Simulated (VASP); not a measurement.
TaC, 2 atoms in the cell. The structure is cubic, space group Fm-3m (No. 225). Conventional cell: a = 4.454 Å, b = 4.454 Å, c = 4.454 Å, α = 90.00°, β = 90.00°, γ = 90.00°. Ta (site symmetry m-3m) has 6 C at 2.23 Å within 2.9 Å. Within 2.9 Å of C (site symmetry m-3m) lie 6 Ta at 2.23 Å. 

- Program: VASP 6.6.1
- Task: single point
- Functional: revPBE
- Potentials or basis: VASP PAW PBE potentials, release 64 (Ta_pv, C)
- Cutoff: 600 eV
- k mesh: 10 × 10 × 10
- Occupations: gaussian, width 0.05 eV
- Spin: no spin polarisation
- Dipole correction: no
- Further INCAR settings: ALGO = Normal; EDIFF = 1e-06; NBANDS = 14

Potentials or basis: VASP PAW PBE potentials, release 64 (Ta_pv, C).

Launch:

```bash
$ cat potpaw_PBE.64/Ta_pv/POTCAR potpaw_PBE.64/C/POTCAR > POTCAR
$ mpirun -np 1 vasp_std > vasp.out
```

Hardware: 1 thread of Intel Xeon 8259CL, on a shared host.

Task: Estimate the wall time of this run.

Result: It took 37 s on 1 thread of Intel Xeon 8259CL (shared host), peak memory 0.17 GiB. Counts: scf iterations 13, k points 47.
